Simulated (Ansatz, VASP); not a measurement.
# Two plane-wave programs on Al4P

```
CELL_PARAMETERS angstrom
-2.09607 2.09607 4.10415
2.09607 -2.09607 4.10415
2.09607 2.09607 -4.10415
ATOMIC_POSITIONS crystal
Al 0.23700 0.23700 0.00000
Al 0.76300 0.76300 0.00000
Al 0.50000 0.00000 0.50000
Al 0.00000 0.50000 0.50000
P 0.00000 0.00000 0.00000
```

Change from the starting cell: species swapped into the SnF4 type (I4/mmm, No. 139).

Alike in both runs: task relaxation of cell and atoms; functional PBE; k mesh 6 × 6 × 6; occupations gaussian, width 0.1 eV; no spin polarisation.

|  | VASP | Ansatz |
| --- | --- | --- |
| version | VASP 6.6.1 | Ansatz 0.2.0 |
| potentials or method | VASP PAW PBE potentials, release 64 (Al, P), cutoff 600 eV | scalar-relativistic, plane waves, PAW |
| valence electrons in the cell | 17 | 17 |

```csv
,VASP,Ansatz,Ansatz less VASP
"gap on the k mesh at the Fermi level, each at its own relaxed structure (eV)",none,none,-
relaxed volume (Å³/atom),18.69,18.68,-0.007
relaxed cell length with the largest relative difference (Å),5.145,5.142,-0.0033
```

A gap of «none» marks a metal or a gap that the smearing closes.

Noted on VASP's run: the volume moved by over 15 % at a fixed basis, so the end points are rough.
